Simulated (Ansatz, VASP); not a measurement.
Nb in VASP and in Ansatz

The input INCAR:

```
SYSTEM = Nb
PREC = Accurate ; ENCUT = 520
EDIFF = 1E-6 ; ISMEAR = 0
SIGMA = 0.15 ; LREAL = .False.
LASPH = .True. ; NELM = 80
ALGO = Fast ; ISIF = 2
LWAVE = .False. ; LCHARG = .True.
GGA = PE ; LELF = .True.
LVHAR = .True. ; NBANDS = 12
```

The input KPOINTS:

```
Automatic mesh
0
Gamma
  20 20 20
  0 0 0
```

The input POSCAR:

```
Nb
1.0
    0.0000000000      2.2207500000      2.0092500000
    2.2207500000      0.0000000000      2.0092500000
    2.2207500000      2.2207500000      0.0000000000
Nb
1
Direct
    0.0000000000      0.0000000000      0.0000000000
```

Input for Ansatz:

```yaml
crystal:
  lattice:
    - [0.0, 2.22075, 2.00925]
    - [2.22075, 0.0, 2.00925]
    - [2.22075, 2.22075, 0.0]
  atoms:
    - { symbol: Nb, position: [0.0, 0.0, 0.0] }
basis:
  ecutwfc: 420
kpoints:
  mp_grid: { grid: [20, 20, 20] }
hamiltonian:
  xc: pbe
scf:
  occupations: { method: gaussian, width: 0.15 }
output:
  forces: true
  stress: true
  eigenvalues: true
```

Change from the starting cell: strain +0.050 along x and y, -0.050 along z, atoms carried along.

Alike in both runs: task single point; functional PBE; k mesh 20 × 20 × 20; occupations gaussian, width 0.15 eV; no spin polarisation.

|  | VASP | Ansatz |
| --- | --- | --- |
| version | VASP 6.6.1 | Ansatz 0.2.0 |
| potentials or method | VASP PAW PBE potentials, release 64 (Nb_sv), cutoff 520 eV | scalar-relativistic, plane waves, PAW |
| valence electrons in the cell | 13 | 13 |

VASP gave:

| Item | Value |
| --- | --- |
| gap on the k mesh at the Fermi level (eV) | none |
| pressure (GPa) | -9.7 |
| traceless stress, the component that is largest in VASP (GPa) | -10.09 |

Problem. Which values does Ansatz return?

Solution. gap on the k mesh at the Fermi level (eV): none; pressure (GPa): -9.4; traceless stress, the component that is largest in VASP (GPa): -10.15.

A gap of «none» marks a metal or a gap that the smearing closes.
